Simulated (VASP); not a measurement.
# KTaO3 in VASP: notebook

KTaO3 is run at these levels: PBE, r2SCAN; tasks: single point.

All numbers are computed with VASP 6.6.1; they aren't measurements. Logs are shortened: lines on timing, memory, paths and dates and some standing lists are left out, and cuts for length are marked.

## (1) The cell of the first run

The structure is cubic, space group Pm-3m (No. 221). Conventional cell: a = 4.154 Å, b = 4.154 Å, c = 4.154 Å, α = 90.00°, β = 90.00°, γ = 90.00°. Within 3.9 Å of K (site symmetry m-3m) lie 12 O at 2.94 Å and 8 Ta at 3.60 Å. Within 2.8 Å of Ta (site symmetry m-3m) lie 6 O at 2.08 Å. Within 2.8 Å of O (site symmetry 4/mmm) lie 2 Ta at 2.08 Å.

## (2) Single point, PBE (volume scaled by 1.10)

Input file INCAR:

```
PREC = Accurate
ENCUT = 520
EDIFF = 1E-7
ISMEAR = 0
SIGMA = 0.02
LREAL = False
LASPH = True
NELM = 80
ALGO = Normal
ISIF = 2
LWAVE = False
LCHARG = False
GGA = PE
NBANDS = 27
```

Input file KPOINTS:

```
regular mesh
0
Gamma
  8 8 8
```

Input file POSCAR:

```
KTaO3
1.0
    4.1544571748      0.0000000000      0.0000000000
    0.0000000000      4.1544571748      0.0000000000
    0.0000000000      0.0000000000      4.1544571748
K Ta O
1 1 3
Direct
    0.5000000000      0.5000000000      0.5000000000
    0.0000000000      0.0000000000      0.0000000000
    0.5000000000      0.0000000000      0.0000000000
    0.0000000000      0.5000000000      0.0000000000
    0.0000000000      0.0000000000      0.5000000000
```

Potentials or basis: VASP PAW PBE potentials, release 64 (K_sv, Ta_pv, O).

Command:

```console
$ cat potpaw_PBE.64/K_sv/POTCAR potpaw_PBE.64/Ta_pv/POTCAR potpaw_PBE.64/O/POTCAR > POTCAR
$ mpirun -np 1 vasp_std > vasp.out
```

OUTCAR:

```text
PREC = Accurate
   ENCUT = 520
   EDIFF = 1E-7
   ISMEAR = 0
   LREAL = False
   LASPH = True
   NELM = 80
   ISIF = 2
   GGA = PE

 ion  position               nearest neighbor table
   1  0.500  0.500  0.500-   2 3.60   2 3.60   2 3.60   2 3.60   2 3.60   2 3.60   2 3.60   2 3.60

   2  0.000  0.000  0.000-   3 2.08   4 2.08   5 2.08   5 2.08   4 2.08   3 2.08   1 3.60   1 3.60
                             1 3.60   1 3.60   1 3.60   1 3.60   1 3.60   1 3.60
   3  0.500  0.000  0.000-   2 2.08   2 2.08
   4  0.000  0.500  0.000-   2 2.08   2 2.08
   5  0.000  0.000  0.500-   2 2.08   2 2.08

  LATTYP: Found a simple cubic cell.
 ALAT       =     4.1544571748

  Lattice vectors:

 A1 = (   4.1544571748,   0.0000000000,   0.0000000000)
 A2 = (   0.0000000000,   4.1544571748,   0.0000000000)
 A3 = (   0.0000000000,   0.0000000000,   4.1544571748)

Analysis of symmetry for initial positions (statically):
=====================================================================
 Subroutine PRICEL returns:
 Original cell was already a primitive cell.

 Routine SETGRP: Setting up the symmetry group for a
 simple cubic supercell.

 Subroutine GETGRP returns: Found 48 space group operations
 (whereof 48 operations were pure point group operations)
 out of a pool of 48 trial point group operations.

The static configuration has the point symmetry O_h .

Analysis of symmetry for dynamics (positions and initial velocities):
=====================================================================
 Subroutine PRICEL returns:
 Original cell was already a primitive cell.

 Routine SETGRP: Setting up the symmetry group for a
 simple cubic supercell.

 Subroutine GETGRP returns: Found 48 space group operations
 (whereof 48 operations were pure point group operations)
 out of a pool of 48 trial point group operations.

The dynamic configuration has the point symmetry O_h .

 Subroutine INISYM returns: Found 48 space group operations
 (whereof 48 operations are pure point group operations),
 and found     1 'primitive' translations

----------------------------------------------------------------------------------------

                                     Primitive cell

  volume of cell :      71.7039

  direct lattice vectors                    reciprocal lattice vectors
     4.154457175  0.000000000  0.000000000     0.240705334  0.000000000  0.000000000
     0.000000000  4.154457175  0.000000000     0.000000000  0.240705334  0.000000000
     0.000000000  0.000000000  4.154457175     0.000000000  0.000000000  0.240705334

  length of vectors
     4.154457175  4.154457175  4.154457175     0.240705334  0.240705334  0.240705334

  position of ions in fractional coordinates (direct lattice)
     0.500000000  0.500000000  0.500000000
     0.000000000  0.000000000  0.000000000
     0.500000000  0.000000000  0.000000000
     0.000000000  0.500000000  0.000000000
     0.000000000  0.000000000  0.500000000

  ion indices of the primitive-cell ions
   primitive index   ion index
                 1           1
                 2           2
                 3           3
                 4           4
                 5           5

----------------------------------------------------------------------------------------

 KPOINTS: regular mesh

Automatic generation of k-mesh.
 Grid dimensions read from file:
 generate k-points for:    8    8    8

 Generating k-lattice:

  Cartesian coordinates                     Fractional coordinates (reciprocal lattice)
     0.030088167  0.000000000  0.000000000     0.125000000  0.000000000  0.000000000
     0.000000000  0.030088167  0.000000000     0.000000000  0.125000000  0.000000000
     0.000000000  0.000000000  0.030088167     0.000000000  0.000000000  0.125000000

  Length of vectors
     0.030088167  0.030088167  0.030088167

  Shift w.r.t. Gamma in fractional coordinates (k-lattice)
     0.000000000  0.000000000  0.000000000

 Subroutine IBZKPT returns following result:
 ===========================================

 Found     35 irreducible k-points:

 Following reciprocal coordinates:
            Coordinates               Weight
  0.000000  0.000000  0.000000      1.000000
  0.125000  0.000000  0.000000      6.000000
  0.250000  0.000000  0.000000      6.000000
  0.375000  0.000000  0.000000      6.000000
  0.500000  0.000000  0.000000      3.000000
  0.125000  0.125000  0.000000     12.000000
[... 16 lines left out ...]
  0.375000  0.375000  0.125000     24.000000
  0.500000  0.375000  0.125000     24.000000
 [... further k-points ...]
   k-points           NKPTS =     35   k-points in BZ     NKDIM =     35   number of bands    NBANDS=     27
   number of dos      NEDOS =    301   number of ions     NIONS =      5
   total plane-waves  NPLWV =  32768
   dimension x,y,z NGX =    32 NGY =   32 NGZ =   32
   dimension x,y,z NGXF=    64 NGYF=   64 NGZF=   64
   ions per type =               1   1   3
   NGX,Y,Z   is equivalent  to a cutoff of  12.81, 12.81, 12.81 a.u.
   NGXF,Y,Z  is equivalent  to a cutoff of  25.61, 25.61, 25.61 a.u.
 SYSTEM =  unknown system
   PREC   = accura    normal or accurate (medium, high low for compatibility)
   ISTART =      0    job   : 0-new  1-cont  2-samecut
   ICHARG =      2    charge: 1-file 2-atom 10-const
   ISPIN  =      1    spin polarized calculation?
   LNONCOLLINEAR =      F non collinear calculations
   LSORBIT =      F    spin-orbit coupling
   LASPH  =      T    aspherical Exc in radial PAW
   ENCUT  =  520.0 eV  38.22 Ry    6.18 a.u.   7.72  7.72  7.72*2*pi/ulx,y,z
   NELM   =     80;   NELMIN=  2; NELMDL= -5     # of ELM steps
   EDIFF  = 0.1E-06   stopping-criterion for ELM
   LREAL  =      F    real-space projection
   EDIFFG = 0.1E-05   stopping-criterion for IOM
   NSW    =      0    number of steps for IOM
   IBRION =     -1    ionic relax: 0-MD 1-quasi-New 2-CG
   NFREE  =      0    steps in history (QN), initial steepest desc. (CG)
   ISIF   =      2    stress and relaxation
   ISYM   =      2    0-nonsym 1-usesym 2-fastsym
   POTIM  = 0.5000    time-step for ionic-motion
   TEBEG  =    0.0;   TEEND  =   0.0 temperature during run
   PSTRESS=    0.0 pullay stress
   NELECT =      38.0000    total number of electrons
   NUPDOWN=      -1.0000    fix difference up-down
   EMIN   =  10.00;   EMAX   =-10.00  energy-range for DOS
   EFERMI =   0.00;   METHOD = LEGACY
   ISMEAR =     0;   SIGMA  =   0.02  broadening in eV -4-tet -1-fermi 0-gaus
   EFERMI_NEDOS =   21; number of points for ismear=-14 and -15
   IALGO  =     38    algorithm
   IMIX   =      4    mixing-type and parameters
     AMIX     =   0.40;   BMIX     =  1.00
     AMIX_MAG =   1.60;   BMIX_MAG =  1.00
  volume/ion in A,a.u.               =      14.34        96.78
  Fermi-wavevector in a.u.,A,eV,Ry     =   1.324815  2.503536 23.880041  1.755133
  Thomas-Fermi vector in A             =   2.454321
   LORBIT       =      0    0 simple, 1 ext, 2 COOP (PROOUT), +10 PAW based schemes
   GGA     = PE    functional components
   LHFCALC =     F    Hartree Fock is set to
   AEXX    =    0.0000 exact exchange contribution
   IVDW    =     0    specifies the selected vdW correction
   LEPSILON=     F    determine dielectric tensor
   LRPA    =     F    only Hartree local field effects (RPA)
 non-spin polarized calculation
 Gauss-broadening in eV      SIGMA  =   0.02
  energy-cutoff  :      520.00
  volume of cell :       71.70
 maximum number of plane-waves:      1956
 NGX is ok and might be reduce to    32

 number of electron      38.0000015 magnetization

 Free energy of the ion-electron system (eV)
  ---------------------------------------------------
  ext. energy  EPLUGINS =         0.00000000
  ---------------------------------------------------
  free energy    TOTEN  =       -40.77108158 eV

  energy without entropy =      -40.77108158  energy(sigma->0) =      -40.77108158

 E-fermi :   1.1516     XC(G=0): -10.2496

 val. band max:        1.0076322688   @ k =   0.5000   0.5000   0.5000
 cond. band min:       2.9009943453   @ k =   0.0000   0.0000   0.0000
 fundamental gap:      1.8933620765
 Fermi energy:         1.1515936479

 k-point     1 :       0.0000    0.0000    0.0000
  band No.  band energies     occupation
      1     -33.6673      2.00000
      2     -33.6673      2.00000
      3     -33.6673      2.00000
      4     -26.4429      2.00000
      5     -16.1073      2.00000
      6     -15.4566      2.00000
[... 19 lines left out ...]
     26       9.0635      0.00000
     27       9.0635      0.00000

 k-point     2 :       0.1250    0.0000    0.0000
  band No.  band energies     occupation
      1     -33.6744      2.00000
      2     -33.6670      2.00000
      3     -33.6670      2.00000
      4     -26.4409      2.00000
      5     -16.0667      2.00000
      6     -15.4544      2.00000
[... 19 lines left out ...]
     26       9.2291      0.00000
     27       9.2439      0.00000

 k-point     3 :       0.2500    0.0000    0.0000
  band No.  band energies     occupation
      1     -33.6915      2.00000
      2     -33.6664      2.00000
      3     -33.6664      2.00000
      4     -26.4360      2.00000
      5     -16.0030      2.00000
      6     -15.4492      2.00000
[... 19 lines left out ...]
     26       9.6438      0.00000
     27       9.7648      0.00000

 k-point     4 :       0.3750    0.0000    0.0000
  band No.  band energies     occupation
      1     -33.7085      2.00000
      2     -33.6658      2.00000
      3     -33.6658      2.00000
      4     -26.4312      2.00000
      5     -15.9747      2.00000
      6     -15.4436      2.00000
[... 19 lines left out ...]
     26      10.0849      0.00000
     27      10.6050      0.00000
[... 516 lines left out ...]
      4     -26.4237      2.00000
      5     -15.6775      2.00000
      6     -15.2311      2.00000
[... 19 lines left out ...]
     26      10.9011      0.00000
     27      11.0039      0.00000

 k-point    23 :       0.3750    0.3750    0.1250
  band No.  band energies     occupation
      1     -33.7066      2.00000
      2     -33.7065      2.00000
      3     -33.6714      2.00000
      4     -26.4221      2.00000
      5     -15.6096      2.00000
      6     -15.0345      2.00000
[... 19 lines left out ...]
     26      10.6888      0.00000
     27      11.3519      0.00000

 k-point    24 :       0.5000    0.3750    0.1250
  band No.  band energies     occupation
      1     -33.7135      2.00000
      2     -33.7062      2.00000
      3     -33.6712      2.00000
      4     -26.4207      2.00000
      5     -15.5876      2.00000
      6     -15.0173      2.00000
[... 19 lines left out ...]
     26      11.0016      0.00000
     27      11.2998      0.00000

 [... further k-points ...]
[... 5 lines left out ...]
  --------------------------------------------------------------------------------------
  -------------------------------------------------------------------------------------
  Total       -6.3339519     -6.3339519     -6.3339519      0.0000000     -0.0000000     -0.0000000
  in kB     -141.5280369   -141.5280369   -141.5280369      0.0000000     -0.0000000     -0.0000000
  external PRESSURE =    -141.5280369 kB  Pullay stress =       0.0000000 kB

 VOLUME and BASIS-vectors are now :
 -----------------------------------------------------------------------------
  energy-cutoff  :      520.00
  volume of cell :       71.70
      direct lattice vectors                 reciprocal lattice vectors
     4.154457175  0.000000000  0.000000000     0.240705334  0.000000000  0.000000000
     0.000000000  4.154457175  0.000000000     0.000000000  0.240705334  0.000000000
     0.000000000  0.000000000  4.154457175     0.000000000  0.000000000  0.240705334

 POSITION                                       TOTAL-FORCE (eV/Angst)
 -----------------------------------------------------------------------------------
      2.07723      2.07723      2.07723         0.000000      0.000000      0.000000
      0.00000      0.00000      0.00000         0.000000      0.000000      0.000000
      2.07723      0.00000      0.00000         0.000000      0.000000      0.000000
      0.00000      2.07723      0.00000         0.000000      0.000000      0.000000
      0.00000      0.00000      2.07723         0.000000      0.000000      0.000000
 -----------------------------------------------------------------------------------
    total drift:                                0.000000      0.000000     -0.000000

  FREE ENERGIE OF THE ION-ELECTRON SYSTEM (eV)
  ---------------------------------------------------
  free  energy   TOTEN  =       -40.7710815806 eV

  energy  without entropy=      -40.7710815806  energy(sigma->0) =      -40.77108158
```

Run time: 52 s. Hardware: 1 thread of Intel Xeon Platinum 8488C (Sapphire Rapids), shared host; peak memory 0.21 GiB.

Results:

```yaml
Free_energy: -40.7711 eV
Pressure: -14.2 GPa
Band_gap_on_the_k_mesh: 1.89 eV, indirect (least direct gap 2.53 eV)
```

Levels at points of the mesh, in eV from the valence-band top:
| k point | band 17 | band 18 | band 19 | band 20 | band 21 | band 22 |
| --- | --- | --- | --- | --- | --- | --- |
| (0.00, 0.00, 0.00) | -0.64 | -0.64 | -0.64 | 1.89 | 1.89 | 1.89 |
| (0.50, 0.00, 0.00) | -1.23 | -0.81 | -0.81 | 2.00 | 4.24 | 4.24 |
| (0.50, 0.50, 0.00) | -1.28 | -1.28 | -0.03 | 4.26 | 4.26 | 5.34 |
| (0.50, 0.50, 0.50) | 0.00 | 0.00 | 0.00 | 5.42 | 5.42 | 5.42 |

Caveat: the cell differs from its parent crystal (volume scaled by 1.10); spin-orbit coupling is left out, which moves the levels of the heavy elements.

## (3) Single point, PBE

This run uses another cell than the first one: it holds 10 atoms, not 5.

Input file INCAR:

```
PREC     = Accurate       # precision mode
ENCUT    = 520            # plane-wave cutoff, eV
EDIFF    = 1E-6           # SCF threshold, eV
ISMEAR   = 0              # smearing method
SIGMA    = 0.1            # smearing width, eV
LREAL    = False          # projectors in reciprocal space
LASPH    = True           # aspherical terms in the spheres
NELM     = 60             # most SCF steps
ALGO     = Normal         # electronic algorithm
ISIF     = 2              # what is computed and relaxed
LWAVE    = False          # write WAVECAR
LCHARG   = True           # write CHGCAR
GGA      = PE             # functional
LELF     = True           # ELF
LVHAR    = True         
NBANDS   = 49             # bands
```

Input file KPOINTS:

```
regular mesh
0
Gamma
  4 4 2
```

Input file POSCAR:

```
KTaO3
1.0
    4.0246393281      0.0000000000      0.0000000000
    0.0000000000      4.0246393281      0.0000000000
    0.0000000000      0.0000000000      8.0487091861
K Ta O
2 2 6
Direct
    0.5000000000      0.5000000000      0.2500042331
    0.5000000000      0.5000000000      0.7499957669
    0.0000000000      0.0000000000      0.0000000000
    0.0000000000      0.0000000000      0.5000000000
    0.5000000000      0.0000000000      0.0000000000
    0.5000000000      0.0000000000      0.5000000000
    0.0000000000      0.5000000000      0.0000000000
    0.0000000000      0.5000000000      0.5000000000
    0.0000000000      0.0000000000      0.2499983841
    0.0000000000      0.0000000000      0.7500016159
```

Potentials or basis: VASP PAW PBE potentials, release 64 (K_sv, Ta_pv, O).

Command:

```console
$ cat potpaw_PBE.64/K_sv/POTCAR potpaw_PBE.64/Ta_pv/POTCAR potpaw_PBE.64/O/POTCAR > POTCAR
$ mpirun -np 1 vasp_std > vasp.out
```

Wall time 88 s (1 thread of Intel Xeon Platinum 8488C (Sapphire Rapids), shared host); peak memory 0.25 GiB.

The run converged. Its results:

- Free energy: -82.0847 eV
- Pressure: 0.6 GPa
- Band gap on the k mesh: 2.10 eV

Levels at points of the mesh, in eV from the valence-band top:
| k point | band 35 | band 36 | band 37 | band 38 | band 39 | band 40 | band 41 | band 42 |
| --- | --- | --- | --- | --- | --- | --- | --- | --- |
| (0.00, 0.00, 0.00) | -0.85 | -0.63 | -0.63 | -0.63 | 2.10 | 2.10 | 2.10 | 2.24 |
| (0.50, 0.00, 0.00) | -1.40 | -0.85 | -0.85 | -0.04 | 2.24 | 4.82 | 4.82 | 4.86 |
| (0.50, 0.50, 0.00) | -0.04 | 0.00 | 0.00 | 0.00 | 4.86 | 4.86 | 6.10 | 6.21 |
| (0.00, 0.00, 0.50) | -0.78 | -0.78 | -0.78 | -0.78 | 2.17 | 2.17 | 3.54 | 3.54 |
| (0.50, 0.00, 0.50) | -1.35 | -1.35 | -0.51 | -0.51 | 3.63 | 3.63 | 4.84 | 4.84 |
| (0.50, 0.50, 0.50) | -0.53 | -0.53 | -0.02 | -0.02 | 5.40 | 5.40 | 5.40 | 5.40 |

Caveat: spin-orbit coupling is left out, which moves the levels of the heavy elements. A hybrid or GW would open this gap; PBE tends to underestimate it.

## (4) Single point, r2SCAN

This run uses another cell than the first one, of 13.04 Å³/atom, 0.909 times its volume.

Input file POSCAR:

```
KTaO3
1.0
    4.0245444164      0.0000000000      0.0000000000
    0.0000000000      4.0245444164      0.0000000000
    0.0000000000      0.0000000000      4.0245444164
K Ta O
1 1 3
Direct
    0.5000000000      0.5000000000      0.5000000000
    0.0000000000      0.0000000000      0.0000000000
    0.5000000000      0.0000000000      0.0000000000
    0.0000000000      0.5000000000      0.0000000000
    0.0000000000      0.0000000000      0.5000000000
```

Input file INCAR.step1:

```
ALGO = Normal
EDIFF = 1E-4
ENCUT = 520
GGA = PE
ISMEAR = 0
LASPH = T
LCHARG = F
LREAL = F
LWAVE = T
NBANDS = 27
NELM = 80
PREC = Accurate
SIGMA = 0.02
```

Input file INCAR.step2:

```
ALGO = Normal
EDIFF = 1E-7
ENCUT = 520
ISIF = 2
ISMEAR = 0
ISTART = 1
LASPH = T
LCHARG = T
LELF = T
LMIXTAU = T
LREAL = F
LVHAR = T
LWAVE = F
METAGGA = R2SCAN
NBANDS = 27
NELM = 80
PREC = Accurate
SIGMA = 0.02
```

Input file KPOINTS:

```
k-points
0
Gamma
  8 8 8
```

Command:

```console
$ cat potpaw_PBE.64/K_sv/POTCAR potpaw_PBE.64/Ta_pv/POTCAR potpaw_PBE.64/O/POTCAR > POTCAR
$ cp INCAR.step1 INCAR
$ mpirun -np 1 vasp_std > vasp.out
$ cp INCAR.step2 INCAR
$ mpirun -np 1 vasp_std > vasp.out
```

Wall time 2.7 min (1 thread of Intel Xeon Platinum 8488C (Sapphire Rapids), shared host); peak memory 0.21 GiB.

The run converged. Its results:

| Item | Value |
| --- | --- |
| Free energy | -87.1476 eV |
| Pressure | -4.3 GPa |
| Band gap on the k mesh | 2.53 eV, indirect (least direct gap 3.19 eV) |

Levels at points of the mesh, in eV from the valence-band top:
| k point | band 16 | band 17 | band 18 | band 19 | band 20 | band 21 | band 22 | band 23 |
| --- | --- | --- | --- | --- | --- | --- | --- | --- |
| (0.00, 0.00, 0.00) | -1.05 | -0.66 | -0.66 | -0.66 | 2.53 | 2.53 | 2.53 | 6.75 |
| (0.50, 0.00, 0.00) | -2.10 | -1.48 | -0.88 | -0.88 | 2.67 | 5.24 | 5.24 | 6.78 |
| (0.50, 0.50, 0.00) | -1.79 | -1.43 | -1.43 | -0.04 | 5.28 | 5.28 | 6.54 | 7.75 |
| (0.50, 0.50, 0.50) | -3.87 | 0.00 | 0.00 | 0.00 | 6.66 | 6.66 | 6.66 | 9.59 |

Caveat: the PAW data sets were made with another functional, which shifts forces and pressure a little; spin-orbit coupling is left out, which moves the levels of the heavy elements.

## (5) Overview

```csv
level,cell,k mesh,smearing,gap on the mesh (eV),pressure (GPa)
PBE,"a = 4.154 Å, 5 atoms",8 × 8 × 8,gaussian 0.02 eV,1.89,-14.2
PBE,"a = 4.025, b = 4.025, c = 8.049 Å, 10 atoms",4 × 4 × 2,gaussian 0.1 eV,2.10,0.6
r2SCAN,"a = 4.025 Å, 5 atoms",8 × 8 × 8,gaussian 0.02 eV,2.53,-4.3
```

Alike in all rows: task single point; potentials or basis VASP PAW PBE potentials, release 64 (K_sv, Ta_pv, O); no spin polarisation; cutoff (eV) 520.

Caveats: spin-orbit coupling is left out, which moves the levels of the heavy elements; the PAW data sets were made with another functional, which shifts forces and pressure a little (some runs).

Total energies depend on the potentials used, so only differences within one code and one set of settings carry meaning.
